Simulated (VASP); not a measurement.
# BiCCl (Pmmn) in VASP: single point with PBE

Aim: the single point of BiCCl with PBE.

Everything below comes from runs of VASP 6.6.1. Logs are shortened: lines on timing, memory, paths and dates and some standing lists are left out, and cuts for length are marked.

**1. The cell of the first run**

It takes space group Pmmn (No. 59, orthorhombic). The conventional cell has a = 3.849 Å, b = 4.438 Å, c = 9.395 Å, α = 90.00°, β = 90.00°, γ = 90.00°. Within 3.1 Å of Bi (site symmetry mm2) lie 4 C at 2.32 to 2.49 Å and 2 Cl at 2.79 Å. Within 3.1 Å of C (site symmetry mm2) lie 4 Bi at 2.32 to 2.49 Å and 4 C at 3.07 Å. Cl (site symmetry mm2) has 2 Bi at 2.79 Å and 1 C at 3.59 Å within 3.7 Å.

**2. Single point, PBE**

Input file INCAR:

```
SYSTEM = BiCCl
  ALGO = Normal
  EDIFF = 1E-7
  ENCUT = 520
  GGA = PE
  ISIF = 2
  ISMEAR = 0
  LASPH = .TRUE.
  LCHARG = .FALSE.
  LREAL = .FALSE.
  LWAVE = .FALSE.
  NBANDS = 64
  NELM = 80
  PREC = Accurate
  SIGMA = 0.2
```

Input file KPOINTS:

```
k-points
0
G
  6 4 4
  0 0 0
```

Input file POSCAR:

```
BiCCl
1.0
    0.0000000000     -4.4379388092      0.0000000000
   -7.6972501741      0.0000000000      0.0000000000
    0.0000000000      0.0000000000     -9.3952733442
Bi C Cl
4 4 4
Direct
    1.0000000000      0.7500000000      0.6197841558
    1.0000000000      0.2500000000      0.6197841558
    0.5000000000      1.0000000000      0.3802158442
    0.5000000000      0.5000000000      0.3802158442
    0.5000000000      0.7500000000      0.5481555851
    0.5000000000      0.2500000000      0.5481555851
    1.0000000000      1.0000000000      0.4518444149
    1.0000000000      0.5000000000      0.4518444149
    1.0000000000      0.5000000000      0.8342311555
    1.0000000000      1.0000000000      0.8342311555
    0.5000000000      0.7500000000      0.1657688445
    0.5000000000      0.2500000000      0.1657688445
```

Potentials or basis: VASP PAW PBE potentials, release 64 (Bi_d, C, Cl).

Command:

```console
cat potpaw_PBE.64/Bi_d/POTCAR potpaw_PBE.64/C/POTCAR potpaw_PBE.64/Cl/POTCAR > POTCAR
mpirun -np 1 vasp_std > vasp.out
```

OUTCAR:

```text
SYSTEM = BiCCl
   EDIFF = 1E-7
   ENCUT = 520
   GGA = PE
   ISIF = 2
   ISMEAR = 0
   LASPH = .TRUE.
   LREAL = .FALSE.
   NELM = 80
   PREC = Accurate

 ion  position               nearest neighbor table
   1  0.000  0.750  0.620-   5 2.32   5 2.32   8 2.49   7 2.49  10 2.79   9 2.79   3 3.70   3 3.70
                             4 3.70   4 3.70   2 3.85   2 3.85
   2  0.000  0.250  0.620-   6 2.32   6 2.32   8 2.49   7 2.49  10 2.79   9 2.79   3 3.70   3 3.70
                             4 3.70   4 3.70   1 3.85   1 3.85
   3  0.500  0.000  0.380-   7 2.32   7 2.32   5 2.49   6 2.49  12 2.79  11 2.79   1 3.70   1 3.70
                             2 3.70   2 3.70   4 3.85   4 3.85
   4  0.500  0.500  0.380-   8 2.32   8 2.32   5 2.49   6 2.49  12 2.79  11 2.79   1 3.70   1 3.70
                             2 3.70   2 3.70   3 3.85   3 3.85
   5  0.500  0.750  0.548-   1 2.32   1 2.32   4 2.49   3 2.49
   6  0.500  0.250  0.548-   2 2.32   2 2.32   4 2.49   3 2.49
   7  0.000  0.000  0.452-   3 2.32   3 2.32   1 2.49   2 2.49
   8  0.000  0.500  0.452-   4 2.32   4 2.32   1 2.49   2 2.49
   9  0.000  0.500  0.834-   1 2.79   2 2.79
  10  0.000  0.000  0.834-   1 2.79   2 2.79
  11  0.500  0.750  0.166-   3 2.79   4 2.79
  12  0.500  0.250  0.166-   3 2.79   4 2.79
[... 8 lines left out ...]
 A1 = (   0.0000000000,  -4.4379388092,   0.0000000000)
 A2 = (  -7.6972501741,   0.0000000000,   0.0000000000)
 A3 = (   0.0000000000,   0.0000000000,  -9.3952733442)

Analysis of symmetry for initial positions (statically):
=====================================================================
 Subroutine PRICEL returns following result:

  LATTYP: Found a simple orthorhombic cell.
 ALAT       =     3.8486250870
 B/A-ratio  =     1.1531231826
 C/A-ratio  =     2.4412025416

  Lattice vectors:

 A1 = (   3.8486250870,   0.0000000000,   0.0000000000)
 A2 = (   0.0000000000,  -4.4379388092,   0.0000000000)
 A3 = (   0.0000000000,   0.0000000000,  -9.3952733442)

   2 primitive cells build up your supercell.

 Routine SETGRP: Setting up the symmetry group for a
 simple orthorhombic supercell.

 Subroutine GETGRP returns: Found  8 space group operations
 (whereof  4 operations were pure point group operations)
 out of a pool of  8 trial point group operations.

The static configuration has the point symmetry C_2v.
 The point group associated with its full space group is D_2h.

Analysis of symmetry for dynamics (positions and initial velocities):
[... 143 lines left out ...]
   NELECT =     104.0000    total number of electrons
   NUPDOWN=      -1.0000    fix difference up-down
   EMIN   =  10.00;   EMAX   =-10.00  energy-range for DOS
   EFERMI =   0.00;   METHOD = LEGACY
   ISMEAR =     0;   SIGMA  =   0.20  broadening in eV -4-tet -1-fermi 0-gaus
   EFERMI_NEDOS =   21; number of points for ismear=-14 and -15
   IALGO  =     38    algorithm
   IMIX   =      4    mixing-type and parameters
     AMIX     =   0.40;   BMIX     =  1.00
     AMIX_MAG =   1.60;   BMIX_MAG =  1.00
  volume/ion in A,a.u.               =      26.75       180.49
  Fermi-wavevector in a.u.,A,eV,Ry     =   1.124460  2.124920 17.203332  1.264409
  Thomas-Fermi vector in A             =   2.261131
   LORBIT       =      0    0 simple, 1 ext, 2 COOP (PROOUT), +10 PAW based schemes
   GGA     = PE    functional components
   LHFCALC =     F    Hartree Fock is set to
   AEXX    =    0.0000 exact exchange contribution
   IVDW    =     0    specifies the selected vdW correction
   LEPSILON=     F    determine dielectric tensor
   LRPA    =     F    only Hartree local field effects (RPA)
 non-spin polarized calculation
 Gauss-broadening in eV      SIGMA  =   0.20
  energy-cutoff  :      520.00
  volume of cell :      320.94
 maximum number of plane-waves:      8696
 NGX is ok and might be reduce to    36
   NGX = 17   NGY = 29   NGZ = 35

 number of electron     103.9999991 magnetization

 Free energy of the ion-electron system (eV)
  ---------------------------------------------------
  ext. energy  EPLUGINS =         0.00000000
  ---------------------------------------------------
  free energy    TOTEN  =       -48.61241518 eV

  energy without entropy =      -48.55523549  energy(sigma->0) =      -48.58382534

 E-fermi :   2.5427     XC(G=0):  -8.2478

 val. band max:        2.4090543312   @ k =   0.1667   0.2500   0.0000
 cond. band min:       2.5885497803   @ k =   0.1667   0.0000   0.0000
 fundamental gap:      0.1794954491
 Fermi energy:         2.5426706325

 k-point     1 :       0.0000    0.0000    0.0000
  band No.  band energies     occupation
      1     -20.4456      2.00000
      2     -20.4450      2.00000
      3     -20.4450      2.00000
      4     -20.4132      2.00000
      5     -20.4082      2.00000
      6     -20.3990      2.00000
[... 1597 lines left out ...]
     63       8.1477      0.00000
     64       8.1611      0.00000

 [... further k-points ...]

------------------------ aborting loop because EDIFF is reached ----------------------------------------

  FORCE on cell =-STRESS in cart. coord.  units (eV):
  Direction    XX          YY          ZZ          XY          YZ          ZX
  --------------------------------------------------------------------------------------
  -------------------------------------------------------------------------------------
  Total        0.0324262      0.3785076      0.2626912      0.0000000      0.0000000      0.0000000
  in kB        0.1618753      1.8895518      1.3113835      0.0000000      0.0000000      0.0000000
  external PRESSURE =       1.1209369 kB  Pullay stress =       0.0000000 kB

 VOLUME and BASIS-vectors are now :
 -----------------------------------------------------------------------------
  energy-cutoff  :      520.00
  volume of cell :      320.94
      direct lattice vectors                 reciprocal lattice vectors
     0.000000000 -4.437938809  0.000000000     0.000000000 -0.225329831  0.000000000
    -7.697250174  0.000000000  0.000000000    -0.129916526  0.000000000  0.000000000
     0.000000000  0.000000000 -9.395273344     0.000000000  0.000000000 -0.106436499

 POSITION                                       TOTAL-FORCE (eV/Angst)
 -----------------------------------------------------------------------------------
     -5.77294      0.00000     -5.82304        -0.000000     -0.000000     -0.056451
     -1.92431      0.00000     -5.82304        -0.000000     -0.000000     -0.056451
      0.00000     -2.21897     -3.57223         0.000000      0.000000      0.056451
     -3.84863     -2.21897     -3.57223         0.000000      0.000000      0.056451
     -5.77294     -2.21897     -5.15007        -0.000000     -0.000000     -0.010441
     -1.92431     -2.21897     -5.15007        -0.000000     -0.000000     -0.010441
      0.00000      0.00000     -4.24520        -0.000000      0.000000      0.010441
     -3.84863      0.00000     -4.24520        -0.000000      0.000000      0.010441
     -3.84863      0.00000     -7.83783        -0.000000     -0.000000     -0.008300
      0.00000      0.00000     -7.83783        -0.000000     -0.000000     -0.008300
     -5.77294     -2.21897     -1.55744         0.000000      0.000000      0.008300
     -1.92431     -2.21897     -1.55744        -0.000000      0.000000      0.008300
 -----------------------------------------------------------------------------------
    total drift:                               -0.000000     -0.000000     -0.000000

  FREE ENERGIE OF THE ION-ELECTRON SYSTEM (eV)
  ---------------------------------------------------
  free  energy   TOTEN  =       -48.6124151846 eV

  energy  without entropy=      -48.5552354936  energy(sigma->0) =      -48.58382534
```

OSZICAR:

```text
N       E                     dE             d eps       ncg     rms          rms(c)
DAV:   1     0.116339892227E+04    0.11634E+04   -0.49461E+04  4624   0.166E+03
DAV:   2     0.123344345728E+03   -0.10401E+04   -0.10087E+04  4968   0.441E+02
DAV:   3    -0.420493781185E+02   -0.16539E+03   -0.16175E+03  5480   0.197E+02
DAV:   4    -0.527414024107E+02   -0.10692E+02   -0.10486E+02  5600   0.502E+01
DAV:   5    -0.532638782856E+02   -0.52248E+00   -0.52111E+00  6288   0.107E+01    0.119E+01
DAV:   6    -0.487449754157E+02    0.45189E+01   -0.22541E+01  6480   0.174E+01    0.634E+00
DAV:   7    -0.485841197209E+02    0.16086E+00   -0.25943E+00  5200   0.585E+00    0.389E+00
DAV:   8    -0.486190116780E+02   -0.34892E-01   -0.55552E-01  6400   0.257E+00    0.147E+00
DAV:   9    -0.486099437714E+02    0.90679E-02   -0.11056E-01  5816   0.111E+00    0.600E-01
DAV:  10    -0.486112169957E+02   -0.12732E-02   -0.26333E-02  5320   0.673E-01    0.189E-01
DAV:  11    -0.486119792494E+02   -0.76225E-03   -0.40217E-03  5824   0.227E-01    0.952E-02
DAV:  12    -0.486123845632E+02   -0.40531E-03   -0.94481E-04  5840   0.110E-01    0.371E-02
DAV:  13    -0.486124107376E+02   -0.26174E-04   -0.57169E-05  6536   0.356E-02    0.201E-02
DAV:  14    -0.486124152571E+02   -0.45194E-05   -0.36892E-05  6256   0.240E-02    0.487E-03
DAV:  15    -0.486124157436E+02   -0.48650E-06   -0.46051E-06  5064   0.851E-03    0.549E-03
DAV:  16    -0.486124150822E+02    0.66137E-06   -0.16056E-06  5440   0.498E-03    0.926E-04
DAV:  17    -0.486124151856E+02   -0.10335E-06   -0.23174E-07  3728   0.246E-03    0.970E-04
DAV:  18    -0.486124151846E+02    0.98953E-09   -0.42128E-08  3104   0.113E-03
   1 F= -.48612415E+02 E0= -.48583825E+02  d E =-.571797E-01
```

stdout:

```text
POSCAR found type information on POSCAR BiC Cl
 POSCAR found :  3 types and      12 ions
 scaLAPACK will be used
 LDA part: xc-table for (Slater+PW92), standard interpolation
 POSCAR, INCAR and KPOINTS ok, starting setup
 FFT: planning ... GRIDC
 FFT: planning ... GRID_SOFT
 FFT: planning ... GRID
 WAVECAR not read
 entering main loop
```

It took 27 min on 1 thread of Intel Xeon 8259CL, shared host; peak memory 0.73 GiB.

Results:

- Free energy: -48.6124 eV
- Pressure: 0.1 GPa
- Largest force: 0.056 eV/Å
- Band gap on the k mesh: 0.02 eV

Forces on the atoms (eV/Å):
```
Bi   0.000  0.000 -0.056
Bi   0.000  0.000 -0.056
Bi   0.000  0.000  0.056
Bi   0.000  0.000  0.056
C    0.000  0.000 -0.010
C    0.000  0.000 -0.010
C    0.000  0.000  0.010
C    0.000  0.000  0.010
Cl   0.000  0.000 -0.008
Cl   0.000  0.000 -0.008
Cl   0.000  0.000  0.008
Cl   0.000  0.000  0.008
```

Levels at points of the mesh, in eV from the valence-band top:
```tsv
k point	band 50	band 51	band 52	band 53	band 54	band 55
(0.00, 0.00, 0.00)	-1.86	-1.63	-1.23	0.27	0.40	0.77
(0.50, 0.00, 0.00)	-0.95	-0.84	-0.84	0.35	0.35	1.25
(0.00, 0.50, 0.00)	-1.86	-1.40	-1.40	0.32	0.32	1.18
(0.50, 0.50, 0.00)	-0.52	-0.52	-0.52	0.90	0.90	0.90
(0.00, 0.00, 0.50)	-1.72	-1.56	-1.14	0.26	0.39	0.70
(0.50, 0.00, 0.50)	-0.98	-0.91	-0.91	0.37	0.37	1.26
(0.00, 0.50, 0.50)	-1.97	-1.42	-1.42	0.31	0.31	1.20
(0.50, 0.50, 0.50)	-0.50	-0.50	-0.50	0.90	0.90	0.90
```

Caveat: the smearing spreads over this small gap; spin-orbit coupling is left out, which moves the levels of the heavy elements; this functional lacks dispersion, which binds layers or chains, so the pressure and a relaxed spacing across them are unreliable.

The gap in the log of VASP goes by the Fermi energy; the results here count the filled bands.